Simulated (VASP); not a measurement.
Runs of VASP 6.6.1 on TePb. The structure is that of space group Fm-3m (No. 225), or close to it. The cells are those of the table. 

```tsv
cell	gap on the mesh (eV)	pressure (GPa)
a = 4.539 Å, angles 60.0°, 2 atoms	(a)	3.1
a = 4.600 Å, angles 60.0°, 2 atoms	0.78	1.2
a = 4.659 Å, angles 60.0°, 2 atoms	0.85	-0.4
a = 4.476 Å, angles 60.0°, 2 atoms	0.59	5.5
a = 4.508 Å, angles 60.0°, 2 atoms	(b)	4.3
```

Alike in all rows: task single point; level PBE; potentials or basis VASP PAW PBE potentials, release 64 (Te, Pb_d); no spin polarisation; k mesh 6 × 6 × 6; cutoff (eV) 520; smearing gaussian 0.01 eV.

Question: Estimate the missing entries.

Answer: (a) 0.69; (b) 0.64.

Caveats: spin-orbit coupling is left out, which moves the levels of the heavy elements.

A k mesh can miss the band edges, and the runs leave out spin-orbit coupling on Pb, Te.
